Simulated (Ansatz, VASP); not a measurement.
**One calculation of CdCl3, two programs**

```
Cd Cl
1.0
     5.55760    0.00000    0.00000
     0.00000    5.55760    0.00000
     0.00000    0.00000    5.55760
Cd Cl
2 6
Cartesian
  2.7788 2.7788 2.7788
  0.0000 0.0000 0.0000
  0.0000 2.7788 4.1682
  2.7788 1.3894 0.0000
  4.1682 0.0000 2.7788
  0.0000 2.7788 1.3894
  2.7788 4.1682 0.0000
  1.3894 0.0000 2.7788
```

Change from the starting cell: species swapped into the Tl3Au type (Pm-3n, No. 223).

Alike in both runs: functional PBE; k mesh 4 × 4 × 4; occupations gaussian, width 0.1 eV; no spin polarisation.

Ansatz relaxed the structure, and its values are those at the end. VASP's run is a single point on that final structure, the one shown.

|  | VASP | Ansatz |
| --- | --- | --- |
| version | VASP 6.6.1 | Ansatz 0.2.0 |
| potentials or method | VASP PAW PBE potentials, release 64 (Cd, Cl), cutoff 500 eV | scalar-relativistic, plane waves, PAW |
| valence electrons in the cell | 66 | 82 |

|  | VASP | Ansatz | Ansatz less VASP |
| --- | --- | --- | --- |
| gap on the k mesh at the Fermi level (eV) | none | none | - |
| pressure (GPa) | -0.3 | -0.3 | -0.01 |

A gap of «none» marks a metal or a gap that the smearing closes. VASP's potentials hold 66 valence electrons a cell and Ansatz's 82, so a difference there can come from the potentials and not from the codes.
